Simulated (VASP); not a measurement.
A run of VASP 6.6.1 is set up as follows.

The input POSCAR:

```
KTaO3
1.0
    3.9883000000      0.0000000000      0.0000000000
    0.0000000000      3.9883000000      0.0000000000
    0.0000000000      0.0000000000      3.9883000000
K Ta O
1 1 3
Direct
    0.5000000000      0.5000000000      0.5000000000
    0.0000000000      0.0000000000      0.0000000000
    0.5000000000      0.0000000000      0.0000000000
    0.0000000000      0.5000000000      0.0000000000
    0.0000000000      0.0000000000      0.5000000000
```

INCAR.step1

```
ALGO = Normal
EDIFF = 1E-4
ENCUT = 600
GGA = PE
ISMEAR = 0
LASPH = T
LCHARG = F
LREAL = F
LWAVE = T
NELM = 100
PREC = Accurate
SIGMA = 0.02
```

File INCAR.step2:

```
ALGO = Normal
EDIFF = 1E-7
EDIFFG = -0.005
ENCUT = 600
IBRION = 2
ISIF = 3
ISMEAR = 0
ISTART = 1
LASPH = T
LCHARG = F
LMIXTAU = T
LREAL = F
LWAVE = F
METAGGA = R2SCAN
NELM = 100
NSW = 100
PREC = Accurate
SIGMA = 0.02
```

Contents of KPOINTS:

```
k-points
0
Gamma
  6 6 6
```

Potentials or basis: VASP PAW PBE potentials, release 64 (K_sv, Ta_pv, O).

The run is started by

```console
$ cat potpaw_PBE.64/K_sv/POTCAR potpaw_PBE.64/Ta_pv/POTCAR potpaw_PBE.64/O/POTCAR > POTCAR
$ cp INCAR.step1 INCAR
$ mpirun -np 1 vasp_std > vasp.out
$ cp INCAR.step2 INCAR
$ mpirun -np 1 vasp_std > vasp.out
```

Q: What does it give for the relaxed volume?

A: 12.75 Å³/atom.

Q: What does it give for the space group after relaxing (to 0.05 Å)?

A: Pm-3m (No. 221).

Q: What does it give for the relaxed cell?

A: a = 3.995 Å, b = 3.995 Å, c = 3.995 Å, α = 90.00°, β = 90.00°, γ = 90.00°.

Q: What does it give for the band gap on the k mesh?

A: 2.59 eV, indirect (least direct gap 3.24 eV).

Step by step:
```csv
step,energy change (eV),largest force (eV/Å),pressure (GPa),volume (Å³)
1,0.0000,0.0000,1.04,63.44
2,0.0010,0.0000,-1.44,64.20
3,-0.0010,0.0000,0.01,63.75
```

Caveat: the PAW data sets were made with another functional, which shifts forces and pressure a little; spin-orbit coupling is left out, which moves the levels of the heavy elements. r2SCAN opens gaps a little over a GGA but as a rule still falls short of measured ones.
